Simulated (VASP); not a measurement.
A run of VASP 6.6.1 is set up as follows.

The input INCAR:

```
SYSTEM = Ni
  ALGO = Normal
  EDIFF = 1E-7
  ENCUT = 520
  GGA = PE
  ISIF = 2
  ISMEAR = -1
  ISPIN = 2
  LASPH = .True.
  LCHARG = .False.
  LMAXMIX = 4
  LORBIT = 11
  LREAL = .False.
  LWAVE = .False.
  MAGMOM = 0.24
  NBANDS = 15
  NELM = 150
  NUPDOWN = 0.24
  PREC = Accurate
  SIGMA = 0.05
```

File KPOINTS:

```
k-points
0
Gamma
  15 15 15
  0 0 0
```

POSCAR

```
Ni
1.0
    0.0000000000      1.7586000000      1.7586000000
    1.7586000000      0.0000000000      1.7586000000
    1.7586000000      1.7586000000      0.0000000000
Ni
1
Direct
    0.0000000000      0.0000000000      0.0000000000
```

Potentials or basis: VASP PAW PBE potentials, release 64 (Ni).

Run with:

```sh
$ cat potpaw_PBE.64/Ni/POTCAR > POTCAR
$ mpirun -np 1 vasp_std > vasp.out
```

(1) What does it give for the pressure?

## Answers

(1) -0.8 GPa.

Caveat: the total moment is fixed, so each spin has its own Fermi level.
